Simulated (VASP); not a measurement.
# ZnSe (F-43m) in VASP: further runs, part 2 of 3

VASP 6.6.1. The steps go on from the part before.

## Step 3: Relaxation of cell and atoms, PBEsol

This run uses another cell than the first one, of 22.76 Å³/atom, 1.018 times its volume.

INCAR reads:

```
SYSTEM = ZnSe
ALGO     = Normal         ! electronic algorithm
EDIFF    = 1E-7           ! SCF threshold, eV
EDIFFG   = -0.005         ! ionic threshold
ENCUT    = 600            ! plane-wave cutoff, eV
GGA      = PS             ! functional
IBRION   = 2              ! ionic algorithm
ISIF     = 3              ! what is computed and relaxed
ISMEAR   = 0              ! smearing method
LASPH    = .TRUE.         ! aspherical terms in the spheres
LCHARG   = .FALSE.        ! write CHGCAR
LREAL    = .FALSE.        ! projectors in reciprocal space
LWAVE    = .FALSE.        ! write WAVECAR
NELM     = 60             ! most SCF steps
NSW      = 100            ! ionic steps
PREC     = Accurate       ! precision mode
SIGMA    = 0.02           ! smearing width, eV
```

KPOINTS reads:

```
k-points
0
G
  8 8 8
  0 0 0
```

POSCAR reads:

```
ZnSe
1.0
    0.0000000000      2.8338000000      2.8338000000
    2.8338000000      0.0000000000      2.8338000000
    2.8338000000      2.8338000000      0.0000000000
Zn Se
1 1
Direct
    0.0000000000      0.0000000000      0.0000000000
    0.7500000000      0.7500000000      0.7500000000
```

Potentials or basis: VASP PAW PBE potentials, release 64 (Zn, Se).

Started as:

```console
> cat potpaw_PBE.64/Zn/POTCAR potpaw_PBE.64/Se/POTCAR > POTCAR
> mpirun -np 1 vasp_std > vasp.out
```

OUTCAR:

```text
SYSTEM = ZnSe
   EDIFF = 1E-7
   EDIFFG = -0.005
   ENCUT = 600
   GGA = PS
   IBRION = 2
   ISIF = 3
   ISMEAR = 0
   LASPH = .TRUE.
   LREAL = .FALSE.
   NELM = 60
   NSW = 100
   PREC = Accurate

 ion  position               nearest neighbor table
   1  0.000  0.000  0.000-   2 2.45   2 2.45   2 2.45   2 2.45
   2  0.750  0.750  0.750-   1 2.45   1 2.45   1 2.45   1 2.45

  LATTYP: Found a face centered cubic cell.
 ALAT       =     5.6676000000

  Lattice vectors:

 A1 = (   0.0000000000,   2.8338000000,   2.8338000000)
 A2 = (   2.8338000000,   0.0000000000,   2.8338000000)
 A3 = (   2.8338000000,   2.8338000000,   0.0000000000)

Analysis of symmetry for initial positions (statically):
=====================================================================
 Subroutine PRICEL returns:
 Original cell was already a primitive cell.

 Routine SETGRP: Setting up the symmetry group for a
 face centered cubic supercell.

 Subroutine GETGRP returns: Found 24 space group operations
 (whereof 24 operations were pure point group operations)
 out of a pool of 48 trial point group operations.

The static configuration has the point symmetry T_d .

Analysis of symmetry for dynamics (positions and initial velocities):
=====================================================================
 Subroutine PRICEL returns:
 Original cell was already a primitive cell.

 Routine SETGRP: Setting up the symmetry group for a
 face centered cubic supercell.

 Subroutine GETGRP returns: Found 24 space group operations
 (whereof 24 operations were pure point group operations)
 out of a pool of 48 trial point group operations.

The dynamic configuration has the point symmetry T_d .

 Subroutine INISYM returns: Found 24 space group operations
 (whereof 24 operations are pure point group operations),
 and found     1 'primitive' translations

----------------------------------------------------------------------------------------

                                     Primitive cell

  volume of cell :      45.5132

  direct lattice vectors                    reciprocal lattice vectors
     0.000000000  2.833800000  2.833800000    -0.176441527  0.176441527  0.176441527
     2.833800000  0.000000000  2.833800000     0.176441527 -0.176441527  0.176441527
     2.833800000  2.833800000  0.000000000     0.176441527  0.176441527 -0.176441527

  length of vectors
     4.007598393  4.007598393  4.007598393     0.305605690  0.305605690  0.305605690

  position of ions in fractional coordinates (direct lattice)
     0.000000000  0.000000000  0.000000000
     0.750000000  0.750000000  0.750000000

  ion indices of the primitive-cell ions
   primitive index   ion index
                 1           1
                 2           2

----------------------------------------------------------------------------------------

 KPOINTS: k-points

Automatic generation of k-mesh.
 Grid dimensions read from file:
 generate k-points for:    8    8    8

 Generating k-lattice:

  Cartesian coordinates                     Fractional coordinates (reciprocal lattice)
    -0.022055191  0.022055191  0.022055191     0.125000000  0.000000000  0.000000000
     0.022055191 -0.022055191  0.022055191     0.000000000  0.125000000  0.000000000
     0.022055191  0.022055191 -0.022055191     0.000000000  0.000000000  0.125000000

[... 51 lines left out ...]
   LNONCOLLINEAR =      F non collinear calculations
   LSORBIT =      F    spin-orbit coupling
   LASPH  =      T    aspherical Exc in radial PAW
   ENCUT  =  600.0 eV  44.10 Ry    6.64 a.u.   8.00  8.00  8.00*2*pi/ulx,y,z
   NELM   =     60;   NELMIN=  2; NELMDL= -5     # of ELM steps
   EDIFF  = 0.1E-06   stopping-criterion for ELM
   LREAL  =      F    real-space projection
   EDIFFG = -.5E-02   stopping-criterion for IOM
   NSW    =    100    number of steps for IOM
   IBRION =      2    ionic relax: 0-MD 1-quasi-New 2-CG
   NFREE  =      1    steps in history (QN), initial steepest desc. (CG)
   ISIF   =      3    stress and relaxation
   ISYM   =      2    0-nonsym 1-usesym 2-fastsym
   POTIM  = 0.5000    time-step for ionic-motion
   TEBEG  =    0.0;   TEEND  =   0.0 temperature during run
   PSTRESS=    0.0 pullay stress
   NELECT =      18.0000    total number of electrons
   NUPDOWN=      -1.0000    fix difference up-down
   EMIN   =  10.00;   EMAX   =-10.00  energy-range for DOS
   EFERMI =   0.00;   METHOD = LEGACY
   ISMEAR =     0;   SIGMA  =   0.02  broadening in eV -4-tet -1-fermi 0-gaus
   EFERMI_NEDOS =   21; number of points for ismear=-14 and -15
   IALGO  =     38    algorithm
   IMIX   =      4    mixing-type and parameters
     AMIX     =   0.40;   BMIX     =  1.00
     AMIX_MAG =   1.60;   BMIX_MAG =  1.00
  volume/ion in A,a.u.               =      22.76       153.57
  Fermi-wavevector in a.u.,A,eV,Ry     =   1.201673  2.270834 19.647073  1.444019
  Thomas-Fermi vector in A             =   2.337476
   LORBIT       =      0    0 simple, 1 ext, 2 COOP (PROOUT), +10 PAW based schemes
   GGA     = PS    functional components
   LHFCALC =     F    Hartree Fock is set to
   AEXX    =    0.0000 exact exchange contribution
   IVDW    =     0    specifies the selected vdW correction
   LEPSILON=     F    determine dielectric tensor
   LRPA    =     F    only Hartree local field effects (RPA)
 conjugate gradient relaxation of ions
 non-spin polarized calculation
 Gauss-broadening in eV      SIGMA  =   0.02
  energy-cutoff  :      600.00
  volume of cell :       45.51
 maximum number of plane-waves:      1540
   NGX = 17   NGY = 17   NGZ = 17

--------------------------------------- Ionic step        1  -------------------------------------------

 number of electron      17.9999991 magnetization

 Free energy of the ion-electron system (eV)
  ---------------------------------------------------
  ext. energy  EPLUGINS =         0.00000000
  ---------------------------------------------------
  free energy    TOTEN  =        -6.77138296 eV

  energy without entropy =       -6.77138296  energy(sigma->0) =       -6.77138296

------------------------ aborting loop because EDIFF is reached ----------------------------------------

  FORCE on cell =-STRESS in cart. coord.  units (eV):
  Direction    XX          YY          ZZ          XY          YZ          ZX
  --------------------------------------------------------------------------------------
  -------------------------------------------------------------------------------------
  Total       -0.2569846     -0.2569846     -0.2569846      0.0000000     -0.0000000      0.0000000
  in kB       -9.0464897     -9.0464897     -9.0464897      0.0000000     -0.0000000      0.0000000
  external PRESSURE =      -9.0464897 kB  Pullay stress =       0.0000000 kB
[... 59 lines left out ...]
--------------------------------------- Ionic step        3  -------------------------------------------

 number of electron      17.9999985 magnetization

 Free energy of the ion-electron system (eV)
  ---------------------------------------------------
  ext. energy  EPLUGINS =         0.00000000
  ---------------------------------------------------
  free energy    TOTEN  =        -6.77324334 eV

  energy without entropy =       -6.77324334  energy(sigma->0) =       -6.77324334

 E-fermi :   1.7435     XC(G=0):  -9.5917

 val. band max:        1.6123643054   @ k =   0.0000   0.0000   0.0000
 cond. band min:       2.8403990791   @ k =   0.0000   0.0000   0.0000
 fundamental gap:      1.2280347737
 Fermi energy:         1.7435130143

 k-point     1 :       0.0000    0.0000    0.0000
  band No.  band energies     occupation
      1     -11.7674      2.00000
      2      -4.9985      2.00000
      3      -4.9985      2.00000
      4      -4.9985      2.00000
      5      -4.6138      2.00000
      6      -4.6138      2.00000
      7       1.6124      2.00000
      8       1.6124      2.00000
      9       1.6124      2.00000
     10       2.8404      0.00000
     11       7.3392      0.00000
     12       7.3392      0.00000
     13       7.3392      0.00000
[... 354 lines left out ...]
  band No.  band energies     occupation
      1     -10.8076      2.00000
      2      -4.8941      2.00000
      3      -4.8533      2.00000
      4      -4.6498      2.00000
      5      -4.6070      2.00000
      6      -4.3976      2.00000
      7      -3.4099      2.00000
      8      -0.8819      2.00000
      9       0.0930      2.00000
     10       5.8128      0.00000
     11       7.0270      0.00000
     12       8.9863      0.00000
     13      10.2214      0.00000

 [... further k-points ...]

------------------------ aborting loop because EDIFF is reached ----------------------------------------

  FORCE on cell =-STRESS in cart. coord.  units (eV):
  Direction    XX          YY          ZZ          XY          YZ          ZX
  --------------------------------------------------------------------------------------
  -------------------------------------------------------------------------------------
  Total        0.0006387      0.0006387      0.0006387      0.0000000      0.0000000      0.0000000
  in kB        0.0228094      0.0228094      0.0228094      0.0000000      0.0000000      0.0000000
  external PRESSURE =       0.0228094 kB  Pullay stress =       0.0000000 kB
[... 17 lines left out ...]
  FREE ENERGIE OF THE ION-ELECTRON SYSTEM (eV)
  ---------------------------------------------------
  free  energy   TOTEN  =        -6.7732433397 eV

  energy  without entropy=       -6.7732433397  energy(sigma->0) =       -6.77324334

 reached required accuracy - stopping structural energy minimisation
```

Wall time 33 s (1 thread of Intel Xeon Platinum 8488C (Sapphire Rapids), shared host); peak memory 0.2 GiB.

Results:

```
Free energy                            : -6.7732 eV
Relaxed volume                         : 22.43 Å³/atom
Relaxed cell                           : a = 3.988 Å, b = 3.988 Å, c = 3.988 Å, α = 60.00°, β = 60.00°, γ = 60.00°
Space group after relaxing (to 0.05 Å) : F-43m (No. 216)
Energy gained by relaxing              : 0.9 meV/atom
Ionic steps                            : 3
Pressure after relaxing                : 0.0 GPa
Band gap on the k mesh                 : 1.23 eV, direct
```

Step by step:
```
step  energy change (eV)  largest force (eV/Å)  pressure (GPa)  volume (Å³)
   1              0.0000                0.0000           -0.90        45.51
   2             -0.0017                0.0000            0.28        44.67
   3             -0.0019                0.0000            0.00        44.86
```

Final structure:
```cif
data_structure
_symmetry_space_group_name_H-M 'P 1'
_symmetry_Int_Tables_number 1
_cell_length_a 3.9884
_cell_length_b 3.9884
_cell_length_c 3.9884
_cell_angle_alpha 60.000
_cell_angle_beta 60.000
_cell_angle_gamma 60.000
_cell_volume 44.86
loop_
_atom_site_label
_atom_site_type_symbol
_atom_site_fract_x
_atom_site_fract_y
_atom_site_fract_z
_atom_site_occupancy
Zn1 Zn 0.00000 0.00000 0.00000 1
Se1 Se 0.75000 0.75000 0.75000 1
```

Caveat: the PAW data sets were made with another functional, which shifts forces and pressure a little. A hybrid or GW would open this gap; PBEsol tends to underestimate it.

## Step 4: Relaxation of cell and atoms, PBEsol, target pressure 12 GPa, at which the enthalpy is minimised

This run uses another cell than the first one, of 19.52 Å³/atom, 0.874 times its volume.

INCAR reads:

```
SYSTEM = ZnSe
PREC = Accurate ; ENCUT = 600
EDIFF = 1E-6 ; ISMEAR = 0
SIGMA = 0.01 ; LREAL = .FALSE.
LASPH = .TRUE. ; NELM = 60
ALGO = Normal ; ISIF = 3
LWAVE = .FALSE. ; LCHARG = .FALSE.
GGA = PS ; IBRION = 2
NSW = 80 ; EDIFFG = -0.001
PSTRESS = 120.0
```

KPOINTS reads:

```
Automatic mesh
0
G
  10 10 10
  0 0 0
```

POSCAR reads:

```
ZnSe
1.0
    0.0000000000      2.6925357342      2.6925357342
    2.6925357342      0.0000000000      2.6925357342
    2.6925357342      2.6925357342      0.0000000000
Zn Se
1 1
Direct
    0.0000000000      0.0000000000      0.0000000000
    0.7500000000      0.7500000000      0.7500000000
```

Started as:

```console
> cat potpaw_PBE.64/Zn/POTCAR potpaw_PBE.64/Se/POTCAR > POTCAR
> mpirun -np 1 vasp_std > vasp.out
```

It took 66 s on 1 thread of Intel Xeon Platinum 8488C (Sapphire Rapids), shared host; peak memory 0.19 GiB.

Results (log left out):

```yaml
Free_energy: -6.5850 eV
Relaxed_volume: 19.59 Å³/atom
Relaxed_cell: a = 3.812 Å, b = 3.812 Å, c = 3.812 Å, α = 60.00°, β = 60.00°, γ = 60.00°
Space_group_after_relaxing_to_0.05_Å: F-43m (No. 216)
Energy_change_on_relaxing_the_enthalpy_is_what_falls: -5.2 meV/atom
Ionic_steps: 5
Pressure_after_relaxing: 12.0 GPa
Band_gap_on_the_k_mesh: 1.80 eV, direct
```

Step by step:
| step | energy change (eV) | largest force (eV/Å) | pressure (GPa) | volume (Å³) |
| --- | --- | --- | --- | --- |
| 1 | 0.0000 | 0.0000 | 12.39 | 39.04 |
| 2 | -0.0203 | 0.0000 | 11.54 | 39.31 |
| 3 | -0.0107 | 0.0000 | 11.96 | 39.18 |
| 4 | -0.0097 | 0.0000 | 12.06 | 39.17 |
| 5 | -0.0103 | 0.0000 | 11.99 | 39.18 |

Final structure:
```
Zn Se
1.0
     0.00000    2.69565    2.69565
     2.69565    0.00000    2.69565
     2.69565    2.69565    0.00000
Zn Se
1 1
Direct
  0.00000 0.00000 0.00000
  0.75000 0.75000 0.75000
```

Levels at points of the mesh, in eV from the valence-band top:
```tsv
k point	band 7	band 8	band 9	band 10	band 11	band 12
(0.00, 0.00, 0.00)	0.00	0.00	0.00	1.80	5.64	5.64
(0.50, 0.00, 0.00)	-6.33	-1.12	-1.12	2.69	6.23	6.23
(0.50, 0.50, 0.00)	-5.47	-2.81	-2.81	2.45	3.27	11.82
```

Caveat: the cell is relaxed towards a set pressure, so the enthalpy falls and the energy may rise; the PAW data sets were made with another functional, which shifts forces and pressure a little. Zero-point motion and thermal expansion aren't in these numbers.

## Step 5: Relaxation of cell and atoms, revPBE, target pressure 12 GPa, at which the enthalpy is minimised

This run uses another cell than the first one, of 19.52 Å³/atom, 0.874 times its volume.

INCAR reads:

```
PREC     = Accurate       # precision mode
ENCUT    = 600            # plane-wave cutoff, eV
EDIFF    = 1E-6           # SCF threshold, eV
ISMEAR   = 0              # smearing method
SIGMA    = 0.01           # smearing width, eV
LREAL    = False          # projectors in reciprocal space
LASPH    = True           # aspherical terms in the spheres
NELM     = 100            # most SCF steps
ALGO     = Normal         # electronic algorithm
ISIF     = 3              # what is computed and relaxed
LWAVE    = False          # write WAVECAR
LCHARG   = False          # write CHGCAR
GGA      = RE             # functional
IBRION   = 2              # ionic algorithm
NSW      = 80             # ionic steps
EDIFFG   = -0.001         # ionic threshold
PSTRESS  = 120.0
```

KPOINTS reads:

```
Automatic mesh
0
Gamma
  10 10 10
```

POSCAR is that of step 4.

Started as:

```console
> cat potpaw_PBE.64/Zn/POTCAR potpaw_PBE.64/Se/POTCAR > POTCAR
> mpirun -np 1 vasp_std > vasp.out
```

Run time: 2.1 min. Hardware: 1 thread of Intel Xeon Platinum 8488C (Sapphire Rapids), shared host; peak memory 0.19 GiB.

The run converged. Its results:

- Free energy: -5.2398 eV
- Relaxed volume: 20.69 Å³/atom
- Relaxed cell: a = 3.883 Å, b = 3.883 Å, c = 3.883 Å, α = 60.00°, β = 60.00°, γ = 60.00°
- Space group after relaxing (to 0.05 Å): F-43m (No. 216)
- Energy change on relaxing (the enthalpy is what falls): -111.1 meV/atom
- Ionic steps: 14
- Pressure after relaxing: 12.0 GPa
- Band gap on the k mesh: 1.80 eV, direct

Step by step:
| step | energy change (eV) | largest force (eV/Å) | pressure (GPa) | volume (Å³) |
| --- | --- | --- | --- | --- |
| 1 | 0.0000 | 0.0000 | 18.68 | 39.04 |
| 2 | -0.3636 | 0.0000 | 6.76 | 43.82 |
| 3 | -0.2246 | 0.0000 | 11.96 | 41.42 |
| 4 | -0.2209 | 0.0000 | 12.10 | 41.37 |
| 5 | -0.2210 | 0.0000 | 12.04 | 41.37 |
| 6 | -0.2211 | 0.0000 | 12.05 | 41.37 |
| 7 | -0.2211 | 0.0000 | 12.05 | 41.37 |
| 8 | -0.2211 | 0.0000 | 12.06 | 41.37 |
| 9 | -0.2211 | 0.0000 | 12.05 | 41.37 |
| 10 | -0.2211 | 0.0000 | 12.05 | 41.37 |
| 11 | -0.2212 | 0.0000 | 12.04 | 41.37 |
| 12 | -0.2214 | 0.0000 | 12.03 | 41.37 |
| 13 | -0.2217 | 0.0000 | 12.03 | 41.38 |
| 14 | -0.2223 | 0.0000 | 12.00 | 41.38 |

Final structure:
```cif
data_structure
_symmetry_space_group_name_H-M 'P 1'
_symmetry_Int_Tables_number 1
_cell_length_a 3.8826
_cell_length_b 3.8826
_cell_length_c 3.8826
_cell_angle_alpha 60.000
_cell_angle_beta 60.000
_cell_angle_gamma 60.000
_cell_volume 41.38
loop_
_atom_site_label
_atom_site_type_symbol
_atom_site_fract_x
_atom_site_fract_y
_atom_site_fract_z
_atom_site_occupancy
Zn1 Zn 0.00000 0.00000 0.00000 1
Se1 Se 0.75000 0.75000 0.75000 1
```

Levels at points of the mesh, in eV from the valence-band top:
```csv
k point,band 6,band 7,band 8,band 9,band 10,band 11,band 12,band 13
"(0.00, 0.00, 0.00)",-6.45,0.00,0.00,0.00,1.80,5.79,5.79,5.79
"(0.50, 0.00, 0.00)",-6.25,-5.84,-1.01,-1.01,2.79,6.38,6.38,8.93
"(0.50, 0.50, 0.00)",-6.23,-5.15,-2.54,-2.54,2.84,3.49,11.59,11.97
```

Caveat: the cell is relaxed towards a set pressure, so the enthalpy falls and the energy may rise; the PAW data sets were made with another functional, which shifts forces and pressure a little. revPBE gives volumes clearly too large for solids.

(Part 2 of 3 ends here.)
